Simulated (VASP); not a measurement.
Wanted: the native input for a VASP 6.6.1 run.

- Task: single point
- Functional: PBEsol
- Dispersion: D3(BJ)
- Potentials or basis: VASP PAW PBE potentials, release 64 (In_d, Sb)
- Cutoff: 520 eV
- k mesh: 12 × 12 × 12
- Occupations: gaussian, width 0.15 eV
- Spin: no spin polarisation
- Dipole correction: no
- Further INCAR settings: ALGO = Normal; EDIFF = 1e-07; NBANDS = 22

The structure of InSb3 lies in POSCAR:

```
InSb3
1.0
    0.0000000000      3.6620664019      3.6620664019
    3.6620664019      0.0000000000      3.6620664019
    3.6620664019      3.6620664019      0.0000000000
In Sb
1 3
Direct
    0.0000000000      0.0000000000      0.0000000000
    0.2500000000      0.2500000000      0.2500000000
    0.7500000000      0.7500000000      0.7500000000
    0.5197071204      0.5197071204      0.5197071204
```

This cell differs from its parent crystal: atom 4 (Sb) moved +0.250 Å along Cartesian [1 1 1].

The input as run:

INCAR

```
SYSTEM = InSb3
PREC = Accurate
ENCUT = 520
EDIFF = 1E-7
ISMEAR = 0
SIGMA = 0.15
LREAL = .False.
LASPH = .True.
NELM = 80
ALGO = Normal
ISIF = 2
LWAVE = .False.
LCHARG = .False.
GGA = PS
IVDW = 12
NBANDS = 22
```

KPOINTS

```
Automatic mesh
0
Gamma
  12 12 12
  0 0 0
```

Potentials or basis: VASP PAW PBE potentials, release 64 (In_d, Sb).

Run with:

```sh
$ cat potpaw_PBE.64/In_d/POTCAR potpaw_PBE.64/Sb/POTCAR > POTCAR
$ mpirun -np 1 vasp_std > vasp.out
```

Results of the run:

- Pressure: 1.2 GPa
- Largest force: 0.870 eV/Å
- Band gap on the k mesh: zero (bands 14 and 15 overlap by 3.11 eV)
- Dispersion energy per atom: -0.511 eV

Caveat: the cell differs from its parent crystal (atom 4 (Sb) moved +0.250 Å along Cartesian [1 1 1]); the PAW data sets were made with another functional, which shifts forces and pressure a little; spin-orbit coupling is left out, which moves the levels of the heavy elements.

Wall time 4.5 min on 1 thread of Intel(R) Xeon(R) Platinum 8375C CPU @ 2.90GHz (Ice Lake), on a shared host, peak memory 0.53 GiB.
